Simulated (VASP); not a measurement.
Wanted: the native input for a VASP 6.6.1 run.

```
Task                   : single point
Functional             : PBE
Potentials or basis    : VASP PAW PBE potentials, release 64 (Nb_sv)
Cutoff                 : 500 eV
k mesh                 : 13 × 13 × 13
Occupations            : fermi-dirac, width 0.05 eV
Spin                   : no spin polarisation
Dipole correction      : no
Further INCAR settings : ALGO = Normal; EDIFF = 1e-06; NBANDS = 12
```

The structure of Nb lies in POSCAR:

```
Nb
1.0
   -1.6360340000      1.6360340000      1.6360340000
    1.6360340000     -1.6360340000      1.6360340000
    1.6360340000      1.6360340000     -1.6360340000
Nb
1
Direct
    0.0000000000      0.0000000000      0.0000000000
```

The input as run:

INCAR

```
  PREC = Accurate
  ENCUT = 500
  EDIFF = 1E-6
  ISMEAR = -1
  SIGMA = 0.05
  LREAL = False
  LASPH = True
  NELM = 120
  ALGO = Normal
  ISIF = 2
  LWAVE = False
  LCHARG = False
  GGA = PE
  NBANDS = 12
  GGA_COMPAT = False
```

KPOINTS

```
regular mesh
0
Gamma
  13 13 13
```

Potentials or basis: VASP PAW PBE potentials, release 64 (Nb_sv).

Launch:

```sh
$ cat potpaw_PBE.64/Nb_sv/POTCAR > POTCAR
$ mpirun -np 1 vasp_std > vasp.out
```

Results of the run:

```yaml
Pressure: 5.4 GPa
```

Run time: 13 s on 1 thread of Intel Xeon 6975P-C, on a shared host, peak memory 0.15 GiB.
